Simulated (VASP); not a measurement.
Si2W, 3 atoms in the cell. It takes space group I4/mmm (No. 139, tetragonal). The conventional cell has a = 3.381 Å, b = 3.381 Å, c = 7.013 Å, α = 90.00°, β = 90.00°, γ = 90.00°. Within 3.1 Å of Si (site symmetry 4mm) lie 5 Si at 2.32 to 2.67 Å and 5 W at 2.35 to 2.66 Å. Within 3.1 Å of W (site symmetry 4/mmm) lie 10 Si at 2.35 to 2.66 Å.  This cell differs from its parent crystal: ratio of the length along z to the lengths across it x 0.85, volume and fractional coordinates fixed.

| Item | Value |
| --- | --- |
| Program | VASP 6.6.1 |
| Task | single point |
| Functional | PBEsol |
| Potentials or basis | VASP PAW PBE potentials, release 64 (Si, W_sv) |
| Cutoff | 520 eV |
| k mesh | 24 × 24 × 24 |
| Occupations | gaussian, width 0.15 eV |
| Spin | no spin polarisation |
| Dipole correction | no |
| Further INCAR settings | ALGO = Fast; EDIFF = 1e-06; NBANDS = 18 |

Potentials or basis: VASP PAW PBE potentials, release 64 (Si, W_sv).

Launch:

```bash
$ cat potpaw_PBE.64/Si/POTCAR potpaw_PBE.64/W_sv/POTCAR > POTCAR
$ mpirun -np 1 vasp_std > vasp.out
```

Hardware: 1 thread of Oxide Virtual Turin-like Processor (shared host).

Estimate the wall time of this run.

Run time: 17 min on 1 thread of Oxide Virtual Turin-like Processor, on a shared host, peak memory 0.74 GiB. Counts: scf iterations 14, k points 1063.
